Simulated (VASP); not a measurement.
Wanted: the native input for a VASP 6.6.1 run.

| Property | Result |
| --- | --- |
| Task | single point |
| Functional | PBEsol |
| Dispersion | D3(BJ) |
| Potentials or basis | VASP PAW PBE potentials, release 64 (W_sv) |
| Cutoff | 520 eV |
| k mesh | 12 × 12 × 12 |
| Occupations | methfessel-paxton, width 0.1 eV |
| Spin | no spin polarisation |
| Dipole correction | no |
| Further INCAR settings | ALGO = Normal; EDIFF = 1e-07; NBANDS = 13 |

The structure of W lies in POSCAR:

```
W
1.0
   -1.6600000000      1.6600000000      4.0960000000
    1.6600000000     -1.6600000000      4.0960000000
    1.6600000000      1.6600000000     -4.0960000000
W
1
Direct
    0.0000000000      0.0000000000      0.0000000000
```

One way to write it, as run:

INCAR

```
PREC     = Accurate       # precision mode
ENCUT    = 520            # plane-wave cutoff, eV
EDIFF    = 1E-7           # SCF threshold, eV
ISMEAR   = 1              # smearing method
SIGMA    = 0.1            # smearing width, eV
LREAL    = F              # projectors in reciprocal space
LASPH    = T              # aspherical terms in the spheres
NELM     = 100            # most SCF steps
ALGO     = Normal         # electronic algorithm
ISIF     = 2              # what is computed and relaxed
LWAVE    = F              # write WAVECAR
LCHARG   = F              # write CHGCAR
GGA      = PS             # functional
IVDW     = 12             # dispersion correction
NBANDS   = 13             # bands
```

KPOINTS

```
Automatic mesh
0
Gamma
  12 12 12
```

Potentials or basis: VASP PAW PBE potentials, release 64 (W_sv).

Run with:

```console
$ cat potpaw_PBE.64/W_sv/POTCAR > POTCAR
$ mpirun -np 1 vasp_std > vasp.out
```

Results of the run:

```json
{"Pressure": "-26.9 GPa", "Band gap on the k mesh": "zero (bands 7 and 8 overlap by 0.38 eV)", "Dispersion energy per atom": "-0.349 eV"}
```

Caveat: three body term missing; the cell stands under tension; the PAW data sets were made with another functional, which shifts forces and pressure a little; spin-orbit coupling is left out, which moves the levels of the heavy elements.

Wall time 2.3 min on 1 thread of Intel Xeon 8259CL, on a shared host, peak memory 0.27 GiB.
